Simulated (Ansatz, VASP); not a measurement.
# Two plane-wave programs on YSbS5

INCAR

```
ALGO = Normal
EDIFF = 1E-7
ENCUT = 520
GGA = PE
ISIF = 2
ISMEAR = 0
LASPH = T
LCHARG = T
LELF = T
LREAL = F
LVHAR = T
LWAVE = F
NBANDS = 32
NELM = 80
PREC = Accurate
SIGMA = 0.1
```

KPOINTS

```
k-points
0
Gamma
  4 4 2
```

File POSCAR:

```
YSbS5
1.0
    4.4556692400      0.0000000000      0.0000000000
    0.0000000000      4.4556692400      0.0000000000
    0.0000000000      0.0000000000      8.0028752700
Y Sb S
1 1 5
Direct
    0.0000000000      0.0000000000      0.5000000000
    0.5000000000      0.5000000000      0.0000000000
    0.0000000000      0.0000000000      0.0000000000
    0.5000000000      0.0000000000      0.7029939900
    0.0000000000      0.5000000000      0.7029939900
    0.5000000000      0.0000000000      0.2970060100
    0.0000000000      0.5000000000      0.2970060100
```

Input for Ansatz:

```yaml
crystal:
  lattice:
    - [4.45566924, 0.0, 0.0]
    - [0.0, 4.45566924, 0.0]
    - [0.0, 0.0, 8.00287527]
  atoms:
    - { symbol: "Y", position: [0.0, 0.0, 0.5] }
    - { symbol: Sb, position: [0.5, 0.5, 0.0] }
    - { symbol: S, position: [0.0, 0.0, 0.0] }
    - { symbol: S, position: [0.5, 0.0, 0.70299399] }
    - { symbol: S, position: [0.0, 0.5, 0.70299399] }
    - { symbol: S, position: [0.5, 0.0, 0.29700601] }
    - { symbol: S, position: [0.0, 0.5, 0.29700601] }
basis:
  ecutwfc: 420
kpoints:
  mp_grid: { grid: [4, 4, 2] }
hamiltonian:
  xc: pbe
scf:
  occupations: { method: gaussian, width: 0.1 }
  lower_state_search: "off"
output:
  forces: true
  stress: true
  eigenvalues: true
```

Change from the starting cell: species swapped into the AgPPt5 type (P4/mmm, No. 123).

Alike in both runs: task single point; functional PBE; k mesh 4 × 4 × 2; occupations gaussian, width 0.1 eV; no spin polarisation.

```csv
,VASP,Ansatz
version,VASP 6.6.1,Ansatz 0.2.0
potentials or method,"VASP PAW PBE potentials, release 64 (Y_sv, Sb, S), cutoff 520 eV","scalar-relativistic, plane waves, PAW"
valence electrons in the cell,46,56
```

Ansatz gave:

- gap on the k mesh at the Fermi level (eV): none
- pressure (GPa): -3.0
- traceless stress, the component that is largest in VASP (GPa): 0.97
- rms of the force components (eV/Å): 0.235

Q: What did VASP give for the same quantities?

A: gap on the k mesh at the Fermi level (eV): none; pressure (GPa): -3.2; traceless stress, the component that is largest in VASP (GPa): 0.98; rms of the force components (eV/Å): 0.236.

Atom by atom the forces differ by 0.000 eV/Å (rms over components). A gap of «none» marks a metal or a gap that the smearing closes. The functional is the same, so the differences come from potentials, cutoffs and numerics. VASP's potentials hold 46 valence electrons a cell and Ansatz's 56, so a difference there can come from the potentials and not from the codes.

The k mesh is coarse, so the values compare programs but aren't converged. Spin-orbit coupling is off throughout.
